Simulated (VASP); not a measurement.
# Fe (Fd-3m) in VASP: a series of runs

Fe is run at these levels: LDA; tasks: single point.

All numbers are computed with VASP 6.6.1; they aren't measurements. Logs are shortened: lines on timing, memory, paths and dates and some standing lists are left out, and cuts for length are marked.

### 1 The cell of the first run

The structure is cubic, space group Fd-3m (No. 227). The conventional cell has a = 4.754 Å, b = 4.754 Å, c = 4.754 Å, α = 90.00°, β = 90.00°, γ = 90.00°. Within 2.7 Å of Fe (site symmetry -43m) lie 4 Fe at 2.06 Å.

This isn't the form of Fe at room conditions, which is bcc.

### 2 Single point, LDA, collinear spin, antiferromagnetic start (13.43 Å³/atom)

Contents of INCAR:

```
SYSTEM = Fe
ALGO     = Normal         ! electronic algorithm
EDIFF    = 1E-6           ! SCF threshold, eV
ENCUT    = 520            ! plane-wave cutoff, eV
ISIF     = 2              ! what is computed and relaxed
ISMEAR   = -1             ! smearing method
ISPIN    = 2              ! spin polarisation
LASPH    = .TRUE.         ! aspherical terms in the spheres
LCHARG   = .FALSE.        ! write CHGCAR
LMAXMIX  = 4              ! l up to which the mixer works
LORBIT   = 11             ! projections on sites
LREAL    = .FALSE.        ! projectors in reciprocal space
LWAVE    = .FALSE.        ! write WAVECAR
MAGMOM   = 2.5 -2.5       ! initial moments
NBANDS   = 19             ! bands
NELM     = 150            ! most SCF steps
PREC     = Accurate       ! precision mode
SIGMA    = 0.05           ! smearing width, eV
```

Contents of KPOINTS:

```
k-points
0
G
  13 13 13
  0 0 0
```

Contents of POSCAR:

```
Fe
1.0
    0.0000000000      2.3772071574      2.3772071574
    2.3772071574      0.0000000000      2.3772071574
    2.3772071574      2.3772071574      0.0000000000
Fe
2
Direct
    0.1250000000      0.1250000000      0.1250000000
    0.8750000000      0.8750000000      0.8750000000
```

Potentials or basis: VASP PAW LDA potentials, release 64 (Fe).

Launch:

```bash
$ cat potpaw_LDA.64/Fe/POTCAR > POTCAR
$ mpirun -np 1 vasp_std > vasp.out
```

OUTCAR:

```text
SYSTEM = Fe
   EDIFF = 1E-6
   ENCUT = 520
   ISIF = 2
   ISMEAR = -1
   ISPIN = 2
   LASPH = .TRUE.
   LORBIT = 11
   LREAL = .FALSE.
   NELM = 150
   PREC = Accurate

 ion  position               nearest neighbor table
   1  0.125  0.125  0.125-   2 2.06   2 2.06   2 2.06   2 2.06
   2  0.875  0.875  0.875-   1 2.06   1 2.06   1 2.06   1 2.06

  LATTYP: Found a face centered cubic cell.
 ALAT       =     4.7544143148

  Lattice vectors:

 A1 = (   0.0000000000,   2.3772071574,   2.3772071574)
 A2 = (   2.3772071574,   0.0000000000,   2.3772071574)
 A3 = (   2.3772071574,   2.3772071574,   0.0000000000)

Analysis of symmetry for initial positions (statically):
=====================================================================
 Subroutine PRICEL returns:
 Original cell was already a primitive cell.

 Routine SETGRP: Setting up the symmetry group for a
 face centered cubic supercell.

 Subroutine GETGRP returns: Found 48 space group operations
 (whereof 12 operations were pure point group operations)
 out of a pool of 48 trial point group operations.

The static configuration has the point symmetry D_3d.
 The point group associated with its full space group is O_h .

Analysis of symmetry for dynamics (positions and initial velocities):
=====================================================================
 Subroutine PRICEL returns:
 Original cell was already a primitive cell.

 Routine SETGRP: Setting up the symmetry group for a
 face centered cubic supercell.

 Subroutine GETGRP returns: Found 48 space group operations
 (whereof 12 operations were pure point group operations)
 out of a pool of 48 trial point group operations.

The dynamic configuration has the point symmetry D_3d.
 The point group associated with its full space group is O_h .

Analysis of structural, dynamic, and magnetic symmetry:
=====================================================================
 Subroutine PRICEL returns:
 Original cell was already a primitive cell.

 Routine SETGRP: Setting up the symmetry group for a
 face centered cubic supercell.

 Subroutine GETGRP returns: Found 48 space group operations
 (whereof 12 operations were pure point group operations)
 out of a pool of 48 trial point group operations.

The overall configuration has the point symmetry D_3d.
 The point group associated with its full space group is O_h .

 Subroutine INISYM returns: Found 48 space group operations
 (whereof 12 operations are pure point group operations),
 and found     1 'primitive' translations

----------------------------------------------------------------------------------------

                                     Primitive cell

  volume of cell :      26.8677

  direct lattice vectors                    reciprocal lattice vectors
     0.000000000  2.377207157  2.377207157    -0.210330849  0.210330849  0.210330849
     2.377207157  0.000000000  2.377207157     0.210330849 -0.210330849  0.210330849
     2.377207157  2.377207157  0.000000000     0.210330849  0.210330849 -0.210330849

  length of vectors
     3.361878603  3.361878603  3.361878603     0.364303717  0.364303717  0.364303717

  position of ions in fractional coordinates (direct lattice)
     0.125000000  0.125000000  0.125000000
     0.875000000  0.875000000  0.875000000

  ion indices of the primitive-cell ions
   primitive index   ion index
                 1           1
                 2           2

----------------------------------------------------------------------------------------

 KPOINTS: k-points

Automatic generation of k-mesh.
 Grid dimensions read from file:
 generate k-points for:   13   13   13

 Generating k-lattice:

  Cartesian coordinates                     Fractional coordinates (reciprocal lattice)
    -0.016179296  0.016179296  0.016179296     0.076923077  0.000000000  0.000000000
     0.016179296 -0.016179296  0.016179296     0.000000000  0.076923077  0.000000000
     0.016179296  0.016179296 -0.016179296     0.000000000  0.000000000  0.076923077

  Length of vectors
     0.028023363  0.028023363  0.028023363

  Shift w.r.t. Gamma in fractional coordinates (k-lattice)
     0.000000000  0.000000000  0.000000000

 Subroutine IBZKPT returns following result:
 ===========================================

 Found     84 irreducible k-points:

 Following reciprocal coordinates:
            Coordinates               Weight
  0.000000  0.000000  0.000000      1.000000
  0.076923  0.000000  0.000000      8.000000
  0.153846  0.000000  0.000000      8.000000
  0.230769  0.000000  0.000000      8.000000
  0.307692  0.000000  0.000000      8.000000
  0.384615  0.000000  0.000000      8.000000
[... 16 lines left out ...]
  0.384615  0.153846  0.000000     24.000000
  0.461538  0.153846  0.000000     24.000000
 [... further k-points ...]
   k-points           NKPTS =     84   k-points in BZ     NKDIM =     84   number of bands    NBANDS=     19
   number of dos      NEDOS =    301   number of ions     NIONS =      2
   total plane-waves  NPLWV =  21952
   dimension x,y,z NGX =    28 NGY =   28 NGZ =   28
   dimension x,y,z NGXF=    56 NGYF=   56 NGZF=   56
   ions per type =               2
   NGX,Y,Z   is equivalent  to a cutoff of  13.85, 13.85, 13.85 a.u.
   NGXF,Y,Z  is equivalent  to a cutoff of  27.69, 27.69, 27.69 a.u.
 SYSTEM =  Fe
   PREC   = accura    normal or accurate (medium, high low for compatibility)
   ISTART =      0    job   : 0-new  1-cont  2-samecut
   ICHARG =      2    charge: 1-file 2-atom 10-const
   ISPIN  =      2    spin polarized calculation?
   LNONCOLLINEAR =      F non collinear calculations
   LSORBIT =      F    spin-orbit coupling
   LASPH  =      T    aspherical Exc in radial PAW
   ENCUT  =  520.0 eV  38.22 Ry    6.18 a.u.   6.25  6.25  6.25*2*pi/ulx,y,z
   NELM   =    150;   NELMIN=  2; NELMDL= -5     # of ELM steps
   EDIFF  = 0.1E-05   stopping-criterion for ELM
   LREAL  =      F    real-space projection
   EDIFFG = 0.1E-04   stopping-criterion for IOM
   NSW    =      0    number of steps for IOM
   IBRION =     -1    ionic relax: 0-MD 1-quasi-New 2-CG
   NFREE  =      0    steps in history (QN), initial steepest desc. (CG)
   ISIF   =      2    stress and relaxation
   ISYM   =      2    0-nonsym 1-usesym 2-fastsym
   POTIM  = 0.5000    time-step for ionic-motion
   TEBEG  =    0.0;   TEEND  =   0.0 temperature during run
   PSTRESS=    0.0 pullay stress
   NELECT =      16.0000    total number of electrons
   NUPDOWN=      -1.0000    fix difference up-down
   EMIN   =  10.00;   EMAX   =-10.00  energy-range for DOS
   EFERMI =   0.00;   METHOD = LEGACY
   ISMEAR =    -1;   SIGMA  =   0.05  broadening in eV -4-tet -1-fermi 0-gaus
   EFERMI_NEDOS =   21; number of points for ismear=-14 and -15
   IALGO  =     38    algorithm
   IMIX   =      4    mixing-type and parameters
     AMIX     =   0.40;   BMIX     =  1.00
     AMIX_MAG =   1.60;   BMIX_MAG =  1.00
  volume/ion in A,a.u.               =      13.43        90.66
  Fermi-wavevector in a.u.,A,eV,Ry     =   1.377329  2.602775 25.810743  1.897036
  Thomas-Fermi vector in A             =   2.502493
   LORBIT       =     11    0 simple, 1 ext, 2 COOP (PROOUT), +10 PAW based schemes
   GGA     = CA    functional components
   LHFCALC =     F    Hartree Fock is set to
   AEXX    =    0.0000 exact exchange contribution
   IVDW    =     0    specifies the selected vdW correction
   LEPSILON=     F    determine dielectric tensor
   LRPA    =     F    only Hartree local field effects (RPA)
 spin polarized calculation
  energy-cutoff  :      520.00
  volume of cell :       26.87
 maximum number of plane-waves:       742
 NGX is ok and might be reduce to    28
   NGX = 13   NGY = 13   NGZ = 13

 number of electron      15.9999993 magnetization       0.0000000

 number of electron      15.9999993 magnetization      -0.0000000

 Free energy of the ion-electron system (eV)
  ---------------------------------------------------
  ext. energy  EPLUGINS =         0.00000000
  ---------------------------------------------------
  free energy    TOTEN  =       -16.28981667 eV

  energy without entropy =      -16.27150549  energy(sigma->0) =      -16.28066108

 E-fermi :   4.0326     XC(G=0): -12.1868

 val. band max:        4.0116110706   @ k =   0.3846   0.3846   0.0000
 cond. band min:       4.0378039029   @ k =   0.3846   0.0000   0.0000
 fundamental gap:      0.0261928324
 Fermi energy:         4.0325583589

 spin component 1

 k-point     1 :       0.0000    0.0000    0.0000
  band No.  band energies     occupation
      1      -2.9267      1.00000
      2       0.9859      1.00000
      3       0.9859      1.00000
      4       1.3926      1.00000
      5       1.3926      1.00000
      6       1.3926      1.00000
[... 11 lines left out ...]
     18      20.4410      0.00000
     19      22.1236      0.00000
[... 485 lines left out ...]
 k-point    24 :       0.4615    0.1538    0.0000
  band No.  band energies     occupation
      1       0.1629      1.00000
      2       0.4422      1.00000
      3       1.2849      1.00000
      4       1.4388      1.00000
      5       1.5648      1.00000
      6       2.0791      1.00000
[... 11 lines left out ...]
     18      23.3067      0.00000
     19      25.3426      0.00000

 [... further k-points ...]

 spin component 2

 k-point     1 :       0.0000    0.0000    0.0000
  band No.  band energies     occupation
      1      -2.9267      1.00000
      2       0.9859      1.00000
      3       0.9859      1.00000
      4       1.3926      1.00000
      5       1.3926      1.00000
      6       1.3926      1.00000
[... 11 lines left out ...]
     18      20.4410      0.00000
     19      22.1236      0.00000
[... 485 lines left out ...]
 k-point    24 :       0.4615    0.1538    0.0000
  band No.  band energies     occupation
      1       0.1629      1.00000
      2       0.4422      1.00000
      3       1.2849      1.00000
      4       1.4388      1.00000
      5       1.5648      1.00000
      6       2.0791      1.00000
[... 11 lines left out ...]
     18      23.3067      0.00000
     19      25.3426      0.00000

 [... further k-points ...]
[... 5 lines left out ...]
  --------------------------------------------------------------------------------------
  -------------------------------------------------------------------------------------
  Total       -0.3659864     -0.3659864     -0.3659864      0.0000000      0.0000000      0.0000000
  in kB      -21.8245045    -21.8245045    -21.8245045      0.0000000      0.0000000      0.0000000
  external PRESSURE =     -21.8245045 kB  Pullay stress =       0.0000000 kB

 VOLUME and BASIS-vectors are now :
 -----------------------------------------------------------------------------
  energy-cutoff  :      520.00
  volume of cell :       26.87
      direct lattice vectors                 reciprocal lattice vectors
     0.000000000  2.377207157  2.377207157    -0.210330849  0.210330849  0.210330849
     2.377207157  0.000000000  2.377207157     0.210330849 -0.210330849  0.210330849
     2.377207157  2.377207157  0.000000000     0.210330849  0.210330849 -0.210330849

 POSITION                                       TOTAL-FORCE (eV/Angst)
 -----------------------------------------------------------------------------------
      0.59430      0.59430      0.59430         0.000000     -0.000000     -0.000000
      4.16011      4.16011      4.16011        -0.000000      0.000000      0.000000
 -----------------------------------------------------------------------------------
    total drift:                                0.000000     -0.000000     -0.000000

  FREE ENERGIE OF THE ION-ELECTRON SYSTEM (eV)
  ---------------------------------------------------
  free  energy   TOTEN  =       -16.2898166660 eV

  energy  without entropy=      -16.2715054938  energy(sigma->0) =      -16.28066108

 total charge

# of ion       s       p       d       tot
------------------------------------------
    1        0.614   0.480   6.545   7.639
    2        0.614   0.480   6.545   7.639
--------------------------------------------------
tot          1.229   0.959  13.090  15.278

 magnetization (x)

# of ion       s       p       d       tot
------------------------------------------
    1        0.000  -0.000   0.001   0.001
    2       -0.000   0.000  -0.001  -0.001
--------------------------------------------------
tot          0.000   0.000   0.000   0.000
```

Wall time 43 s (1 thread of Intel Xeon 6975P-C (Granite Rapids), shared host); peak memory 0.18 GiB.

What came out:

```yaml
Free_energy: -16.2898 eV
Pressure: -2.2 GPa
Band_gap_on_the_k_mesh: zero (filled and empty bands overlap)
Net_moment: 0.00 μB per cell
Valence_electrons_inside_the_program's_atomic_spheres: Fe 7.64
```

Levels at points of the mesh, in eV from the Fermi level:
Spin up:
| k point | band 5 | band 6 | band 7 | band 8 | band 9 | band 10 | band 11 | band 12 |
| --- | --- | --- | --- | --- | --- | --- | --- | --- |
| (0.00, 0.00, 0.00) | -2.64 | -2.64 | -0.44 | -0.44 | -0.44 | 1.39 | 1.39 | 15.08 |
Spin down:
| k point | band 5 | band 6 | band 7 | band 8 | band 9 | band 10 | band 11 | band 12 |
| --- | --- | --- | --- | --- | --- | --- | --- | --- |
| (0.00, 0.00, 0.00) | -2.64 | -2.64 | -0.44 | -0.44 | -0.44 | 1.39 | 1.39 | 15.08 |

### 3 Single point, LDA, collinear spin, antiferromagnetic start (13.97 Å³/atom)

This run uses another cell than the first one, of 13.97 Å³/atom.

Contents of INCAR:

```
PREC     = Accurate       # precision mode
ENCUT    = 520            # plane-wave cutoff, eV
EDIFF    = 1E-7           # SCF threshold, eV
ISMEAR   = -1             # smearing method
SIGMA    = 0.05           # smearing width, eV
LREAL    = F              # projectors in reciprocal space
LASPH    = T              # aspherical terms in the spheres
NELM     = 150            # most SCF steps
ALGO     = Normal         # electronic algorithm
ISIF     = 2              # what is computed and relaxed
LWAVE    = F              # write WAVECAR
LCHARG   = F              # write CHGCAR
ISPIN    = 2              # spin polarisation
MAGMOM   = 2.5 -2.5       # initial moments
LORBIT   = 11             # projections on sites
LMAXMIX  = 4              # l up to which the mixer works
GGA      = CA             # functional
NBANDS   = 19             # bands
```

Contents of KPOINTS:

```
Automatic mesh
0
Gamma
  13 13 13
```

Contents of POSCAR:

```
Fe
1.0
    0.0000000000      2.4084897864      2.4084897864
    2.4084897864      0.0000000000      2.4084897864
    2.4084897864      2.4084897864      0.0000000000
Fe
2
Direct
    0.1250000000      0.1250000000      0.1250000000
    0.8750000000      0.8750000000      0.8750000000
```

Potentials or basis: VASP PAW LDA potentials, release 64 (Fe).

Launch:

```bash
$ cat potpaw_LDA.64/Fe/POTCAR > POTCAR
$ mpirun -np 1 vasp_std > vasp.out
```

It took 46 s on 1 thread of Intel Xeon 6975P-C (Granite Rapids), shared host; peak memory 0.19 GiB.

Results (log left out):

```
Free energy                                           : -16.2532 eV
Pressure                                              : -8.5 GPa
Band gap on the k mesh                                : zero (filled and empty bands overlap)
Net moment                                            : 0.00 μB per cell
Valence electrons inside the program's atomic spheres : Fe 7.56
```

Levels at points of the mesh, in eV from the Fermi level:
Spin up:
| k point | band 5 | band 6 | band 7 | band 8 | band 9 | band 10 | band 11 | band 12 |
| --- | --- | --- | --- | --- | --- | --- | --- | --- |
| (0.00, 0.00, 0.00) | -2.53 | -2.53 | -0.42 | -0.42 | -0.42 | 1.31 | 1.31 | 14.68 |
Spin down:
```tsv
k point	band 4	band 5	band 6	band 7	band 8	band 9	band 10	band 11	band 12	band 13
(0.00, 0.00, 0.00)	-2.53	-2.53	-2.53	-0.42	-0.42	-0.42	1.31	1.31	14.68	14.68
```

Caveat: the cell stands under tension.

### 4 Single point, LDA, collinear spin, antiferromagnetic start (14.51 Å³/atom)

This run uses another cell than the first one, of 14.51 Å³/atom.

Contents of INCAR:

```
SYSTEM = Fe
PREC = Accurate ; ENCUT = 520
EDIFF = 1E-6 ; ISMEAR = -1
SIGMA = 0.05 ; LREAL = .False.
LASPH = .True. ; NELM = 150
ALGO = Normal ; ISIF = 2
LWAVE = .False. ; LCHARG = .False.
ISPIN = 2 ; MAGMOM = 2.5 -2.5
LORBIT = 11 ; LMAXMIX = 4
NBANDS = 19
```

Contents of KPOINTS:

```
Automatic mesh
0
Gamma
  13 13 13
  0 0 0
```

Contents of POSCAR:

```
Fe
1.0
    0.0000000000      2.4389802357      2.4389802357
    2.4389802357      0.0000000000      2.4389802357
    2.4389802357      2.4389802357      0.0000000000
Fe
2
Direct
    0.1250000000      0.1250000000      0.1250000000
    0.8750000000      0.8750000000      0.8750000000
```

Launch:

```bash
$ cat potpaw_LDA.64/Fe/POTCAR > POTCAR
$ mpirun -np 1 vasp_std > vasp.out
```

It took 43 s on 1 thread of Intel Xeon 6975P-C (Granite Rapids), shared host; peak memory 0.19 GiB.

The run converged. Its results:

```yaml
Free_energy: -16.1783 eV
Pressure: -13.7 GPa
Band_gap_on_the_k_mesh: zero (filled and empty bands overlap)
Net_moment: 0.00 μB per cell
Valence_electrons_inside_the_program's_atomic_spheres: Fe 7.48
```

Levels at points of the mesh, in eV from the Fermi level:
Spin up:
```
           k point  band 6  band 7  band 8  band 9  band 10  band 11
(0.00, 0.00, 0.00)   -2.42   -0.40   -0.40   -0.40     1.24     1.24
```
Spin down:
| k point | band 6 | band 7 | band 8 | band 9 | band 10 | band 11 |
| --- | --- | --- | --- | --- | --- | --- |
| (0.00, 0.00, 0.00) | -2.42 | -0.40 | -0.40 | -0.40 | 1.24 | 1.24 |

Caveat: the cell stands under tension.
